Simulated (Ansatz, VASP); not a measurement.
# Bi: VASP beside Ansatz

File INCAR:

```
PREC     = Accurate       # precision mode
ENCUT    = 520            # plane-wave cutoff, eV
EDIFF    = 1E-7           # SCF threshold, eV
ISMEAR   = 0              # smearing method
SIGMA    = 0.1            # smearing width, eV
LREAL    = F              # projectors in reciprocal space
LASPH    = T              # aspherical terms in the spheres
NELM     = 60             # most SCF steps
ALGO     = Fast           # electronic algorithm
ISIF     = 2              # what is computed and relaxed
LWAVE    = F              # write WAVECAR
LCHARG   = T              # write CHGCAR
GGA      = PE             # functional
LELF     = T              # ELF
LVHAR    = T            
NBANDS   = 14             # bands
```

File KPOINTS:

```
regular mesh
0
Gamma
  6 6 6
```

The input POSCAR:

```
Bi
1.0
    0.0000000000      2.6228611384      2.6228611384
    2.6228611384      0.0000000000      2.6228611384
    2.6228611384      2.6228611384      0.0000000000
Bi
1
Direct
    0.0000000000      0.0000000000      0.0000000000
```

Input for Ansatz:

```yaml
crystal:
  lattice:
    - [0.0, 2.6228611384, 2.6228611384]
    - [2.6228611384, 0.0, 2.6228611384]
    - [2.6228611384, 2.6228611384, 0.0]
  atoms:
    - { symbol: Bi, position: [0.0, 0.0, 0.0] }
basis:
  ecutwfc: 420
kpoints:
  mp_grid: { grid: [6, 6, 6] }
hamiltonian:
  xc: pbe
scf:
  occupations: { method: gaussian, width: 0.1 }
  lower_state_search: "off"
output:
  forces: true
  stress: true
  eigenvalues: true
```

Alike in both runs: task single point; functional PBE; k mesh 6 × 6 × 6; occupations gaussian, width 0.1 eV; no spin polarisation.

```csv
,VASP,Ansatz
version,VASP 6.6.1,Ansatz 0.2.0
potentials or method,"VASP PAW PBE potentials, release 64 (Bi_d), cutoff 520 eV","scalar-relativistic, plane waves, PAW"
valence electrons in the cell,15,15
```

|  | VASP | Ansatz | Ansatz less VASP |
| --- | --- | --- | --- |
| gap on the k mesh at the Fermi level (eV) | none | none | - |
| pressure (GPa) | -5.3 | -5.3 | +0.06 |

A gap of «none» marks a metal or a gap that the smearing closes. With one functional, cell and mesh, what is left measures potentials, basis and numerics.

Spin-orbit coupling is off throughout.
